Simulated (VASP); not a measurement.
HfC:

```
Hf C
1.0
     0.00000    2.32500    2.32500
     2.32500    0.00000    2.32500
     2.32500    2.32500    0.00000
Hf C
1 1
Direct
  0.50000 0.50000 0.50000
  0.00000 0.00000 0.00000
```

* Program: VASP 6.6.1
* Task: relaxation of cell and atoms
* Functional: LDA
* Potentials or basis: VASP PAW LDA potentials, release 64 (Hf_pv, C)
* Cutoff: 600 eV
* k mesh: 10 × 10 × 10
* Occupations: fermi-dirac, width 0.05 eV
* Spin: no spin polarisation
* Hubbard terms: Hf d U = 8.0 eV

At the start: pressure 17.7 GPa; volume 12.57 Å³/atom.

Q: How do energy, volume and symmetry change on relaxing?

A: Over 4 steps the energy falls by 46.9 meV/atom and the volume is 13.47 Å³/atom (+7.2 %); space group Fm-3m (No. 225, to 0.05 Å).

Step by step:
| step | energy change (eV) | largest force (eV/Å) | pressure (GPa) | volume (Å³) |
| --- | --- | --- | --- | --- |
| 1 | 0.0000 | 0.0000 | 17.68 | 25.14 |
| 2 | 0.1779 | 0.0000 | -21.82 | 30.53 |
| 3 | -0.0936 | 0.0000 | -0.57 | 27.00 |
| 4 | -0.0937 | 0.0000 | -0.02 | 26.94 |

Final structure:
```
Hf C
1.0
     0.00000    2.37936    2.37936
     2.37936    0.00000    2.37936
     2.37936    2.37936    0.00000
Hf C
1 1
Direct
  0.50000 0.50000 0.50000
  0.00000 0.00000 0.00000
```

Caveat: U without spin polarisation on a metal has little footing; the U is typed as a test and isn't derived for this compound.
